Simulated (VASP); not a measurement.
Wanted: the native input for a VASP 6.6.1 run.

| Quantity | Value |
| --- | --- |
| Task | single point |
| Functional | r2SCAN |
| Potentials or basis | VASP PAW PBE potentials, release 64 (B_h, N_h) |
| Cutoff | 910 eV |
| k mesh | 10 × 10 × 10 |
| Occupations | gaussian, width 0.01 eV |
| Spin | no spin polarisation |
| Dipole correction | no |
| Second run | hard_potentials |
| Further INCAR settings | ALGO = Normal; EDIFF = 1e-06; NBANDS = 11 |

Crystal: BN (Qingsongite).

```
CELL_PARAMETERS angstrom
0.00000 1.82270 1.82270
1.82270 0.00000 1.82270
1.82270 1.82270 0.00000
ATOMIC_POSITIONS crystal
B 0.00000 0.00000 0.00000
N 0.25000 0.25000 0.25000
```

This cell differs from its parent crystal: volume changed by +3%.

The input as run:

POSCAR

```
BN
1.0
    0.0000000000      1.8226952699      1.8226952699
    1.8226952699      0.0000000000      1.8226952699
    1.8226952699      1.8226952699      0.0000000000
B N
1 1
Direct
    0.0000000000      0.0000000000      0.0000000000
    0.2500000000      0.2500000000      0.2500000000
```

INCAR.step1

```
PREC     = Accurate       # precision mode
ENCUT    = 910            # plane-wave cutoff, eV
ISMEAR   = 0              # smearing method
SIGMA    = 0.01           # smearing width, eV
LREAL    = F              # projectors in reciprocal space
LASPH    = T              # aspherical terms in the spheres
NELM     = 120            # most SCF steps
NBANDS   = 11             # bands
GGA      = PE             # functional
ALGO     = Normal         # electronic algorithm
EDIFF    = 1E-5           # SCF threshold, eV
LWAVE    = T              # write WAVECAR
LCHARG   = F              # write CHGCAR
GGA_COMPAT= F
```

INCAR.step2

```
PREC     = Accurate       # precision mode
ENCUT    = 910            # plane-wave cutoff, eV
EDIFF    = 1E-6           # SCF threshold, eV
ISMEAR   = 0              # smearing method
SIGMA    = 0.01           # smearing width, eV
LREAL    = F              # projectors in reciprocal space
LASPH    = T              # aspherical terms in the spheres
NELM     = 120            # most SCF steps
ALGO     = Normal         # electronic algorithm
ISIF     = 2              # what is computed and relaxed
LWAVE    = F              # write WAVECAR
LCHARG   = F              # write CHGCAR
METAGGA  = R2SCAN         # meta-GGA
LMIXTAU  = T            
NBANDS   = 11             # bands
ISTART   = 1            
GGA_COMPAT= F
```

KPOINTS

```
regular mesh
0
Gamma
  10 10 10
```

Potentials or basis: VASP PAW PBE potentials, release 64 (B_h, N_h).

Launch:

```console
$ cat potpaw_PBE.64/B_h/POTCAR potpaw_PBE.64/N_h/POTCAR > POTCAR
$ cp INCAR.step1 INCAR
$ mpirun -np 1 vasp_std > vasp.out
$ cp INCAR.step2 INCAR
$ mpirun -np 1 vasp_std > vasp.out
```

Results of the run:

```
Pressure               : -11.5 GPa
Band gap on the k mesh : 4.96 eV, indirect (least direct gap 9.42 eV)
```

Caveat: the cutoff is under 1.25 times the usual one of these potentials, so pressure, stress and relaxed cells hold a basis-set (Pulay) error; the PAW data sets were made with another functional, which shifts forces and pressure a little.

Run time: 85 s on 1 thread of Intel(R) Xeon(R) Platinum 8375C CPU @ 2.90GHz (Ice Lake), on a shared host, peak memory 0.16 GiB.
